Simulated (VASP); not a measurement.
TlS, 2 atoms in the cell. It takes space group Pm-3m (No. 221, cubic). The conventional cell has a = 3.596 Å, b = 3.596 Å, c = 3.596 Å, α = 90.00°, β = 90.00°, γ = 90.00°. Within 4.1 Å of Tl (site symmetry m-3m) lie 8 S at 3.11 Å and 6 Tl at 3.60 Å. Within 4.1 Å of S (site symmetry m-3m) lie 8 Tl at 3.11 Å and 6 S at 3.60 Å. 

- Program: VASP 6.6.1
- Task: single point
- Functional: LDA
- Potentials or basis: VASP PAW LDA potentials, release 64 (Tl_d, S)
- Cutoff: 520 eV
- k mesh: 9 × 9 × 9
- Occupations: methfessel-paxton, width 0.15 eV
- Spin: no spin polarisation
- Dipole correction: no
- Further INCAR settings: ALGO = Normal; EDIFF = 1e-07; NBANDS = 16

Potentials or basis: VASP PAW LDA potentials, release 64 (Tl_d, S).

Run with:

```console
$ cat potpaw_LDA.64/Tl_d/POTCAR potpaw_LDA.64/S/POTCAR > POTCAR
$ mpirun -np 1 vasp_std > vasp.out
```

Hardware: 1 thread of Intel(R) Xeon(R) Platinum 8375C CPU @ 2.90GHz (Ice Lake), on a shared host.

**Question.** How long does it take, and how much memory?

**Answer.** Run time: 13 s on 1 thread of Intel(R) Xeon(R) Platinum 8375C CPU @ 2.90GHz (Ice Lake), on a shared host, peak memory 0.15 GiB. Counts: scf iterations 13, k points 35.
